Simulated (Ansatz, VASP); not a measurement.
## Two plane-wave programs on Hf

```
CELL_PARAMETERS angstrom
3.09838 0.00000 0.00000
-1.54919 2.68327 0.00000
0.00000 0.00000 4.90432
ATOMIC_POSITIONS crystal
Hf 0.33333 0.66667 0.25000
Hf 0.66667 0.33333 0.75000
```

Alike in both runs: task single point; functional RPBE; k mesh 18 × 18 × 10; occupations fermi-dirac, width 0.1 eV; no spin polarisation.

|  | VASP | Ansatz |
| --- | --- | --- |
| version | VASP 6.6.1 | Ansatz 0.2.0 |
| potentials or method | VASP PAW PBE potentials, release 64 (Hf_pv), cutoff 520 eV | plane waves (420 eV) with PAW, scalar-relativistic |
| valence electrons in the cell | 20 | 52 |

VASP gave:

| Property | Result |
| --- | --- |
| pressure (GPa) | 15.5 |
| traceless stress, the component that is largest in VASP (GPa) | 0.36 |

Task: What did Ansatz give for the same quantities?

Result: Pressure (GPa): 16.0; traceless stress, the component that is largest in VASP (GPa): 0.46.

VASP's potentials were made for PBE, not for RPBE. With one functional, cell and mesh, what is left measures potentials, basis and numerics. VASP's potentials hold 20 valence electrons a cell and Ansatz's 52, so a difference there can come from the potentials and not from the codes.

Spin-orbit coupling is off throughout.
